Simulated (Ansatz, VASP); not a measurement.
# Mo in VASP and in Ansatz

INCAR

```
SYSTEM = Mo
ALGO = Normal
DIPOL = 0.5 0.5 0.500
EDIFF = 1E-6
ENCUT = 520
GGA = PE
IDIPOL = 3
ISIF = 2
ISMEAR = -1
LASPH = .True.
LCHARG = .False.
LDIPOL = .True.
LREAL = .False.
LWAVE = .False.
NBANDS = 36
NELM = 60
PREC = Accurate
SIGMA = 0.1
```

File KPOINTS:

```
k-points
0
Gamma
  13 13 1
  0 0 0
```

POSCAR

```
Mo
1.0
    2.7373676609      0.0000000000      0.0000000000
   -0.9124558870      2.5808149808      0.0000000000
    0.0000000000      0.0000000000     22.7052000000
Mo
4
Direct
    0.2500000000      0.2500000000      0.3560123116
    0.7500000000      0.7500000000      0.4503581334
    0.2500000000      0.2500000000      0.5496418663
    0.7500000000      0.7500000000      0.6439876881
```

Input for Ansatz:

```yaml
crystal:
  lattice:
    - [2.7373676609, 0.0, 0.0]
    - [-0.912455887, 2.5808149808, 0.0]
    - [0.0, 0.0, 22.7052]
  atoms:
    - { symbol: Mo, position: [0.25, 0.25, 0.3560123116] }
    - { symbol: Mo, position: [0.75, 0.75, 0.4503581334] }
    - { symbol: Mo, position: [0.25, 0.25, 0.5496418663] }
    - { symbol: Mo, position: [0.75, 0.75, 0.6439876881] }
kpoints:
  mp_grid: { grid: [13, 13, 1] }
scf:
  occupations: { method: fermi_dirac, width: 0.1 }
hamiltonian:
  xc: pbe
  pseudopotentials: { kind: nc }
output:
  forces: true
  stress: true
  eigenvalues: true
efield:
  axis: 3
  amplitude: 0
  dipole_correction: true
```

Alike in both runs: task single point; functional PBE; k mesh 13 × 13 × 1; occupations fermi-dirac, width 0.1 eV; no spin polarisation.

```csv
,VASP,Ansatz
version,VASP 6.6.1,Ansatz 0.2.0
potentials or method,"VASP PAW PBE potentials, release 64 (Mo_sv)","norm-conserving pseudopotentials, scalar-relativistic"
plane-wave cutoff (eV),520,1088
valence electrons in the cell,56,56
```

```tsv
	VASP	Ansatz	Ansatz less VASP
rms of the force components (eV/Å)	0.012	0.003	-0.0084
```

Atom by atom the forces differ by 0.009 eV/Å (rms over components). The functional is the same, so the differences come from potentials, cutoffs and numerics.
